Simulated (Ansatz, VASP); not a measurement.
One calculation of Au, two programs

```
CELL_PARAMETERS angstrom
2.40084 0.00000 0.00000
-1.20042 2.07919 0.00000
0.00000 0.00000 3.95887
ATOMIC_POSITIONS crystal
Au 0.33333 0.66667 0.25000
Au 0.66667 0.33333 0.75000
```

Change from the starting cell: volume scaled by 0.58, LAPW.

Alike in both runs: task single point; functional PBEsol; k mesh 15 × 15 × 8; occupations fermi-dirac, width 0.05 eV; no spin polarisation.

```csv
,VASP,Ansatz
version,VASP 6.6.1,Ansatz 0.2.0
potentials or method,"VASP PAW PBE potentials, release 64 (Au), cutoff 520 eV","all-electron LAPW, scalar-relativistic"
```

```csv
,VASP,Ansatz,Ansatz less VASP
pressure (GPa),426.0,420.4,-5.56
"traceless stress, the component that is largest in VASP (GPa)",0.38,-0.04,-0.423
```

VASP's potentials were made for PBE, not for PBEsol. Both programs put the cell under a high pressure, so it lies far from rest at this level. Ansatz ran all-electron here, and VASP with PAW potentials.

Neither program's run includes spin-orbit coupling. Noted on VASP's run: the cell as given lies far from equilibrium.
